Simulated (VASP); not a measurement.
Write the native input for VASP 6.6.1 that does the following.

- Task: single point
- Functional: PBE
- Potentials or basis: VASP PAW PBE potentials, release 64 (Be, Se)
- Cutoff: 520 eV
- k mesh: 6 × 6 × 2
- Occupations: gaussian, width 0.2 eV
- Spin: no spin polarisation
- Dipole correction: no
- Further INCAR settings: ALGO = Normal; EDIFF = 1e-06; NBANDS = 30

The structure of BeSe3 lies in POSCAR:

```
BeSe3
1.0
    3.6186433281      0.0000000000      0.0000000000
    0.0000000000      3.6186433281      0.0000000000
    0.0000000000      0.0000000000     17.5068703149
Be Se
2 6
Direct
    0.5000000000      0.5000000000      0.0000000000
    0.0000000000      0.0000000000      0.0000000000
    0.5000000000      0.0000000000      0.9225203637
    0.0000000000      0.5000000000      0.0774796363
    0.0000000000      0.5000000000      0.3438451219
    0.5000000000      0.0000000000      0.3849615671
    0.5000000000      0.0000000000      0.6561548781
    0.0000000000      0.5000000000      0.6150384329
```

These files were run (other wordings do the same):

INCAR

```
  PREC = Accurate
  ENCUT = 520
  EDIFF = 1E-6
  ISMEAR = 0
  SIGMA = 0.2
  LREAL = False
  LASPH = True
  NELM = 100
  ALGO = Normal
  ISIF = 2
  LWAVE = False
  LCHARG = False
  GGA = PE
  NBANDS = 30
```

KPOINTS

```
Automatic mesh
0
Gamma
  6 6 2
```

Potentials or basis: VASP PAW PBE potentials, release 64 (Be, Se).

Run with:

```console
$ cat potpaw_PBE.64/Be/POTCAR potpaw_PBE.64/Se/POTCAR > POTCAR
$ mpirun -np 1 vasp_std > vasp.out
```

Results of the run:

```yaml
Pressure: -0.1 GPa
Largest_force: 0.139 eV/Å
Band_gap_on_the_k_mesh: 0.44 eV (least direct gap 1.28 eV)
```

Caveat: semilocal functionals underestimate gaps, and a narrow one can read as zero; this functional lacks dispersion, which binds layers or chains, so the pressure and a relaxed spacing across them are unreliable.

It took 90 s on 1 thread of Intel(R) Xeon(R) 6975P-C (Granite Rapids), on a shared host, peak memory 0.38 GiB.
